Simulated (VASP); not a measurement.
The system is GeS.

```
Ge S
1.0
    10.48100    0.00000    0.00000
     0.00000    3.64600    0.00000
     0.00000    0.00000    4.29900
Ge S
4 4
Direct
  0.12210 0.25000 0.12770
  0.37790 0.75000 0.62770
  0.62210 0.25000 0.37230
  0.87790 0.75000 0.87230
  0.84950 0.25000 0.50230
  0.65050 0.75000 0.00230
  0.34950 0.25000 0.99770
  0.15050 0.75000 0.49770
```

| Property | Result |
| --- | --- |
| Program | VASP 6.6.1 |
| Task | relaxation of cell and atoms |
| Functional | PBE |
| Dispersion | D3(BJ) |
| Potentials or basis | VASP PAW PBE potentials, release 64 (Ge_d, S) |
| Cutoff | 500 eV |
| k mesh | 2 × 6 × 6 |
| Occupations | fermi-dirac, width 0.02 eV |
| Spin | no spin polarisation |

At the start: pressure 2.3 GPa; volume 20.54 Å³/atom.

Problem. How do energy, volume and symmetry change on relaxing?

Solution. Over 33 steps the energy falls by 6.7 meV/atom and the volume is 21.36 Å³/atom (+4.0 %); space group Pnma (No. 62, to 0.1 Å) before and after.

Step by step:
| step | energy change (eV) | largest force (eV/Å) | pressure (GPa) | volume (Å³) |
| --- | --- | --- | --- | --- |
| 1 | 0.0000 | 0.0942 | 2.31 | 164.28 |
| 2 | -0.0375 | 0.2211 | -0.85 | 171.41 |
| 3 | -0.0425 | 0.1695 | 0.01 | 169.70 |
| 4 | -0.0474 | 0.1176 | -0.07 | 170.22 |
| 5 | -0.0507 | 0.0510 | -0.18 | 170.98 |
| 6 | -0.0508 | 0.0425 | -0.20 | 171.13 |
| 7 | -0.0518 | 0.0454 | 0.23 | 170.41 |
| 8 | -0.0518 | 0.0434 | 0.16 | 170.52 |
| 9 | -0.0530 | 0.0189 | 0.06 | 170.74 |
| 10 | -0.0531 | 0.0187 | 0.01 | 170.86 |
| 11 | -0.0533 | 0.0135 | -0.03 | 170.93 |
| 12 | -0.0533 | 0.0116 | -0.03 | 170.96 |
| 13 | -0.0533 | 0.0154 | -0.05 | 171.02 |
| 14 | -0.0534 | 0.0126 | -0.02 | 171.00 |
| 15 | -0.0535 | 0.0138 | 0.01 | 170.93 |
| 16 | -0.0535 | 0.0155 | 0.06 | 170.89 |
| 17 | -0.0536 | 0.0109 | -0.03 | 170.99 |
| 18 | -0.0536 | 0.0100 | -0.02 | 171.00 |
| 19 | -0.0536 | 0.0084 | -0.04 | 171.04 |
| 20 | -0.0536 | 0.0082 | -0.02 | 171.00 |
| 21 | -0.0537 | 0.0104 | -0.02 | 170.92 |
| 22 | -0.0536 | 0.0162 | 0.01 | 170.75 |
| 23 | -0.0537 | 0.0118 | -0.01 | 170.88 |
| 24 | -0.0537 | 0.0080 | 0.02 | 170.83 |
| 25 | -0.0537 | 0.0070 | 0.02 | 170.82 |
| 26 | -0.0537 | 0.0062 | 0.03 | 170.79 |
| 27 | -0.0537 | 0.0065 | 0.02 | 170.81 |
| 28 | -0.0538 | 0.0053 | -0.01 | 170.86 |
| 29 | -0.0538 | 0.0062 | -0.04 | 170.90 |
| 30 | -0.0538 | 0.0082 | -0.08 | 170.98 |
| 31 | -0.0538 | 0.0068 | -0.04 | 170.93 |
| 32 | -0.0538 | 0.0062 | -0.04 | 170.92 |
| 33 | -0.0538 | 0.0044 | -0.02 | 170.88 |

Final structure:
```yaml
crystal:
  lattice:
    - [10.67494, 0.00000, 0.00000]
    - [0.00000, 3.68638, 0.00000]
    - [0.00000, 0.00000, 4.34245]
  atoms:
    - { symbol: Ge, position: [0.12508, 0.25000, 0.13112] }
    - { symbol: Ge, position: [0.37492, 0.75000, 0.63112] }
    - { symbol: Ge, position: [0.62508, 0.25000, 0.36888] }
    - { symbol: Ge, position: [0.87492, 0.75000, 0.86888] }
    - { symbol: S, position: [0.84931, 0.25000, 0.49788] }
    - { symbol: S, position: [0.65069, 0.75000, 0.99788] }
    - { symbol: S, position: [0.34931, 0.25000, 0.00212] }
    - { symbol: S, position: [0.15069, 0.75000, 0.50212] }
```
